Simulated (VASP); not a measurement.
# MgS (Fm-3m) in VASP: a series of runs

MgS is run at these levels: LDA, PBEsol, r2SCAN, PBE; tasks: single point, relaxation of cell and atoms.

Everything below comes from runs of VASP 6.6.1. Logs are shortened: lines on timing, memory, paths and dates and some standing lists are left out, and cuts for length are marked.

## (1) The cell of the first run

The structure is cubic, space group Fm-3m (No. 225). The conventional cell has a = 5.203 Å, b = 5.203 Å, c = 5.203 Å, α = 90.00°, β = 90.00°, γ = 90.00°. Mg (site symmetry m-3m) has 6 S at 2.60 Å within 3.4 Å. Within 3.4 Å of S (site symmetry m-3m) lie 6 Mg at 2.60 Å.

## (2) Single point, LDA

Input file INCAR:

```
  PREC = Accurate
  ENCUT = 520
  EDIFF = 1E-6
  ISMEAR = 0
  SIGMA = 0.01
  LREAL = F
  LASPH = T
  NELM = 80
  ALGO = Normal
  ISIF = 2
  LWAVE = F
  LCHARG = F
  GGA = CA
  NBANDS = 11
```

Input file KPOINTS:

```
Automatic mesh
0
Gamma
  8 8 8
```

Input file POSCAR:

```
MgS
1.0
    0.0000000000      2.6015177399      2.6015177399
    2.6015177399      0.0000000000      2.6015177399
    2.6015177399      2.6015177399      0.0000000000
Mg S
1 1
Direct
    0.0000000000      0.0000000000      0.0000000000
    0.5000000000      0.5000000000      0.5000000000
```

Potentials or basis: VASP PAW LDA potentials, release 64 (Mg, S).

The run is started by

```sh
cat potpaw_LDA.64/Mg/POTCAR potpaw_LDA.64/S/POTCAR > POTCAR
mpirun -np 1 vasp_std > vasp.out
```

OUTCAR:

```text
PREC = Accurate
   ENCUT = 520
   EDIFF = 1E-6
   ISMEAR = 0
   LREAL = F
   LASPH = T
   NELM = 80
   ISIF = 2
   GGA = CA

 ion  position               nearest neighbor table
   1  0.000  0.000  0.000-   2 2.60   2 2.60   2 2.60   2 2.60   2 2.60   2 2.60
   2  0.500  0.500  0.500-   1 2.60   1 2.60   1 2.60   1 2.60   1 2.60   1 2.60

  LATTYP: Found a face centered cubic cell.
 ALAT       =     5.2030354798

  Lattice vectors:

 A1 = (   0.0000000000,   2.6015177399,   2.6015177399)
 A2 = (   2.6015177399,   0.0000000000,   2.6015177399)
 A3 = (   2.6015177399,   2.6015177399,   0.0000000000)

Analysis of symmetry for initial positions (statically):
=====================================================================
 Subroutine PRICEL returns:
 Original cell was already a primitive cell.

 Routine SETGRP: Setting up the symmetry group for a
 face centered cubic supercell.

 Subroutine GETGRP returns: Found 48 space group operations
 (whereof 48 operations were pure point group operations)
 out of a pool of 48 trial point group operations.

The static configuration has the point symmetry O_h .

Analysis of symmetry for dynamics (positions and initial velocities):
=====================================================================
 Subroutine PRICEL returns:
 Original cell was already a primitive cell.

 Routine SETGRP: Setting up the symmetry group for a
 face centered cubic supercell.

 Subroutine GETGRP returns: Found 48 space group operations
 (whereof 48 operations were pure point group operations)
 out of a pool of 48 trial point group operations.

The dynamic configuration has the point symmetry O_h .

 Subroutine INISYM returns: Found 48 space group operations
 (whereof 48 operations are pure point group operations),
 and found     1 'primitive' translations

----------------------------------------------------------------------------------------

                                     Primitive cell

  volume of cell :      35.2136

  direct lattice vectors                    reciprocal lattice vectors
     0.000000000  2.601517740  2.601517740    -0.192195499  0.192195499  0.192195499
     2.601517740  0.000000000  2.601517740     0.192195499 -0.192195499  0.192195499
     2.601517740  2.601517740  0.000000000     0.192195499  0.192195499 -0.192195499

  length of vectors
     3.679101671  3.679101671  3.679101671     0.332892369  0.332892369  0.332892369

[... 87 lines left out ...]
   ISYM   =      2    0-nonsym 1-usesym 2-fastsym
   POTIM  = 0.5000    time-step for ionic-motion
   TEBEG  =    0.0;   TEEND  =   0.0 temperature during run
   PSTRESS=    0.0 pullay stress
   NELECT =       8.0000    total number of electrons
   NUPDOWN=      -1.0000    fix difference up-down
   EMIN   =  10.00;   EMAX   =-10.00  energy-range for DOS
   EFERMI =   0.00;   METHOD = LEGACY
   ISMEAR =     0;   SIGMA  =   0.01  broadening in eV -4-tet -1-fermi 0-gaus
   EFERMI_NEDOS =   21; number of points for ismear=-14 and -15
   IALGO  =     38    algorithm
   IMIX   =      4    mixing-type and parameters
     AMIX     =   0.40;   BMIX     =  1.00
     AMIX_MAG =   1.60;   BMIX_MAG =  1.00
  volume/ion in A,a.u.               =      17.61       118.82
  Fermi-wavevector in a.u.,A,eV,Ry     =   0.998929  1.887702 13.576703  0.997860
  Thomas-Fermi vector in A             =   2.131185
   LORBIT       =      0    0 simple, 1 ext, 2 COOP (PROOUT), +10 PAW based schemes
   GGA     = CA    functional components
   LHFCALC =     F    Hartree Fock is set to
   AEXX    =    0.0000 exact exchange contribution
   IVDW    =     0    specifies the selected vdW correction
   LEPSILON=     F    determine dielectric tensor
   LRPA    =     F    only Hartree local field effects (RPA)
 non-spin polarized calculation
 Gauss-broadening in eV      SIGMA  =   0.01
  energy-cutoff  :      520.00
  volume of cell :       35.21
 maximum number of plane-waves:       960
   NGX = 13   NGY = 13   NGZ = 13

 number of electron       8.0000000 magnetization

 Free energy of the ion-electron system (eV)
  ---------------------------------------------------
  ext. energy  EPLUGINS =         0.00000000
  ---------------------------------------------------
  free energy    TOTEN  =        -9.57145666 eV

  energy without entropy =       -9.57145666  energy(sigma->0) =       -9.57145666

 E-fermi :   3.6342     XC(G=0):  -9.9886

 val. band max:        3.5820256158   @ k =   0.0000   0.0000   0.0000
 cond. band min:       6.1405004074   @ k =   0.5000   0.5000   0.0000
 fundamental gap:      2.5584747917
 Fermi energy:         3.6342322837

 k-point     1 :       0.0000    0.0000    0.0000
  band No.  band energies     occupation
      1      -9.0592      2.00000
      2       3.5820      2.00000
      3       3.5820      2.00000
      4       3.5820      2.00000
      5       7.0752      0.00000
      6      11.4195      0.00000
      7      11.4195      0.00000
      8      11.4195      0.00000
      9      13.8479      0.00000
     10      13.8479      0.00000
     11      15.9362      0.00000
[... 309 lines left out ...]
 k-point    24 :      -0.3750    0.2500    0.1250
  band No.  band energies     occupation
      1      -7.5249      2.00000
      2      -0.7947      2.00000
      3       1.4091      2.00000
      4       2.4120      2.00000
      5       8.9717      0.00000
      6       9.5340      0.00000
      7      11.8429      0.00000
      8      12.8658      0.00000
      9      15.6848      0.00000
     10      16.6233      0.00000
     11      18.9404      0.00000

 [... further k-points ...]

------------------------ aborting loop because EDIFF is reached ----------------------------------------

  FORCE on cell =-STRESS in cart. coord.  units (eV):
  Direction    XX          YY          ZZ          XY          YZ          ZX
  --------------------------------------------------------------------------------------
  -------------------------------------------------------------------------------------
  Total       -0.8439215     -0.8439215     -0.8439215      0.0000000      0.0000000     -0.0000000
  in kB      -38.3974410    -38.3974410    -38.3974410      0.0000000      0.0000000     -0.0000000
  external PRESSURE =     -38.3974410 kB  Pullay stress =       0.0000000 kB

 VOLUME and BASIS-vectors are now :
 -----------------------------------------------------------------------------
  energy-cutoff  :      520.00
  volume of cell :       35.21
      direct lattice vectors                 reciprocal lattice vectors
     0.000000000  2.601517740  2.601517740    -0.192195499  0.192195499  0.192195499
     2.601517740  0.000000000  2.601517740     0.192195499 -0.192195499  0.192195499
     2.601517740  2.601517740  0.000000000     0.192195499  0.192195499 -0.192195499

 POSITION                                       TOTAL-FORCE (eV/Angst)
 -----------------------------------------------------------------------------------
      0.00000      0.00000      0.00000         0.000000      0.000000     -0.000000
      2.60152      2.60152      2.60152        -0.000000     -0.000000      0.000000
 -----------------------------------------------------------------------------------
    total drift:                                0.000000      0.000000      0.000000

  FREE ENERGIE OF THE ION-ELECTRON SYSTEM (eV)
  ---------------------------------------------------
  free  energy   TOTEN  =        -9.5714566649 eV

  energy  without entropy=       -9.5714566649  energy(sigma->0) =       -9.57145666
```

OSZICAR:

```text
N       E                     dE             d eps       ncg     rms          rms(c)
DAV:   1     0.190875002580E+02    0.19088E+02   -0.35629E+03   678   0.590E+02
DAV:   2    -0.871044884869E+01   -0.27798E+02   -0.26484E+02   794   0.100E+02
DAV:   3    -0.100012750358E+02   -0.12908E+01   -0.12891E+01   766   0.223E+01
DAV:   4    -0.100087229017E+02   -0.74479E-02   -0.74472E-02   790   0.204E+00
DAV:   5    -0.100087820366E+02   -0.59135E-04   -0.59135E-04   772   0.173E-01    0.441E+00
DAV:   6    -0.962566108804E+01    0.38312E+00   -0.84868E-01   739   0.352E+00    0.339E+00
DAV:   7    -0.957705637202E+01    0.48605E-01   -0.19007E-01   771   0.179E+00    0.211E+00
DAV:   8    -0.957182866810E+01    0.52277E-02   -0.12301E-02   713   0.611E-01    0.823E-01
DAV:   9    -0.957148899644E+01    0.33967E-03   -0.64232E-04   725   0.131E-01    0.368E-01
DAV:  10    -0.957146299301E+01    0.26003E-04   -0.63603E-05   746   0.379E-02    0.139E-01
DAV:  11    -0.957145661455E+01    0.63785E-05   -0.31546E-05   749   0.238E-02    0.181E-02
DAV:  12    -0.957145666494E+01   -0.50389E-07   -0.34954E-07   427   0.416E-03
   1 F= -.95714567E+01 E0= -.95714567E+01  d E =-.481228E-16
```

Run time: 14 s. Hardware: 1 thread of Intel Xeon 8259CL, shared host; peak memory 0.14 GiB.

Results:

| Item | Value |
| --- | --- |
| Free energy | -9.5715 eV |
| Pressure | -3.8 GPa |
| Band gap on the k mesh | 2.56 eV (least direct gap 3.49 eV) |

Caveat: the cell stands under tension.

## (3) Single point, PBEsol

This run uses another cell than the first one, of 17.39 Å³/atom.

Input file INCAR:

```
SYSTEM = MgS
  PREC = Accurate
  ENCUT = 520
  EDIFF = 1E-6
  ISMEAR = -1
  SIGMA = 0.02
  LREAL = .False.
  LASPH = .True.
  NELM = 60
  ALGO = Normal
  ISIF = 2
  LWAVE = .False.
  LCHARG = .True.
  GGA = PS
  LELF = .True.
  LVHAR = .True.
  NBANDS = 11
```

Input file KPOINTS:

```
Automatic mesh
0
Gamma
  8 8 8
  0 0 0
```

Input file POSCAR:

```
MgS
1.0
    0.0000000000      2.5908813054      2.5908813054
    2.5908813054      0.0000000000      2.5908813054
    2.5908813054      2.5908813054      0.0000000000
Mg S
1 1
Direct
    0.0000000000      0.0000000000      0.0000000000
    0.5000000000      0.5000000000      0.5000000000
```

Potentials or basis: VASP PAW PBE potentials, release 64 (Mg, S).

The run is started by

```sh
cat potpaw_PBE.64/Mg/POTCAR potpaw_PBE.64/S/POTCAR > POTCAR
mpirun -np 1 vasp_std > vasp.out
```

Run time: 18 s. Hardware: 1 thread of Intel Xeon 8259CL, shared host; peak memory 0.16 GiB.

Results (log left out):

```yaml
Free_energy: -9.0751 eV
Pressure: -0.2 GPa
Band_gap_on_the_k_mesh: 2.73 eV (least direct gap 3.69 eV)
```

Levels at points of the mesh, in eV from the valence-band top:
| k point | band 1 | band 2 | band 3 | band 4 | band 5 | band 6 | band 7 | band 8 |
| --- | --- | --- | --- | --- | --- | --- | --- | --- |
| (0.00, 0.00, 0.00) | -12.76 | 0.00 | 0.00 | 0.00 | 3.69 | 7.85 | 7.85 | 7.85 |
| (0.50, 0.00, 0.00) | -11.40 | -4.96 | -0.61 | -0.61 | 4.42 | 6.84 | 6.84 | 10.20 |
| (0.50, 0.50, 0.00) | -11.01 | -4.33 | -1.74 | -1.74 | 2.73 | 4.21 | 11.99 | 12.86 |

Caveat: the PAW data sets were made with another functional, which shifts forces and pressure a little.

[end of part 1 of 2]
